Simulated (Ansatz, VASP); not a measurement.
# Sb in VASP and in Ansatz

```
CELL_PARAMETERS angstrom
5.98282 -0.00744 -0.05262
-0.18471 6.03103 -0.00113
-2.42346 -2.62687 5.80013
ATOMIC_POSITIONS crystal
Sb 0.73993 0.14989 0.66597
Sb 0.84988 0.26197 0.32953
Sb 0.15012 0.73803 0.67047
Sb 0.38391 0.38582 0.09806
Sb 0.61609 0.61418 0.90194
Sb 0.26007 0.85011 0.33403
```

Alike in both runs: functional PBE; k mesh 8 × 8 × 6; occupations gaussian, width 0.1 eV; no spin polarisation.

Ansatz relaxed the structure, and its values are those at the end. VASP's run is a single point on that final structure, the one shown.

|  | VASP | Ansatz |
| --- | --- | --- |
| version | VASP 6.6.1 | Ansatz 0.2.0 |
| potentials or method | VASP PAW PBE potentials, release 64 (Sb_d_GW), cutoff 500 eV | scalar-relativistic, plane waves, PAW |
| valence electrons in the cell | 90 | 90 |

```csv
,VASP,Ansatz,Ansatz less VASP
gap on the k mesh at the Fermi level (eV),none,none,-
pressure (GPa),0.0,0.0,+0.02
```

A gap of «none» marks a metal or a gap that the smearing closes. The functional is the same, so the differences come from potentials, cutoffs and numerics.

Spin-orbit coupling is off throughout.
